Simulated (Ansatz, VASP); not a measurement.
**MgO in VASP and in Ansatz**

```
CELL_PARAMETERS angstrom
0.00000 2.10217 2.10217
2.10217 0.00000 2.10217
2.10217 2.10217 0.00000
ATOMIC_POSITIONS crystal
Mg 0.00000 0.00000 0.00000
O 0.50000 0.50000 0.50000
```

Alike in both runs: task single point; functional PBEsol; k mesh 8 × 8 × 8; occupations methfessel-paxton of order 1, width 0.2 eV; no spin polarisation.

```csv
,VASP,Ansatz
version,VASP 6.6.1,Ansatz 0.2.0
potentials or method,"VASP PAW PBE potentials, release 64 (Mg, O)",plane waves
plane-wave cutoff (eV),520,420
valence electrons in the cell,8,16
```

Ansatz gave:

```
gap on the k mesh at the Fermi level (eV) : 4.69
pressure (GPa)                            : 1.1
```

Task: Estimate VASP's values.

Result: gap on the k mesh at the Fermi level (eV): 4.69; pressure (GPa): 0.6.

VASP's potentials were made for PBE, not for PBEsol. VASP's potentials hold 8 valence electrons a cell and Ansatz's 16, so a difference there can come from the potentials and not from the codes.
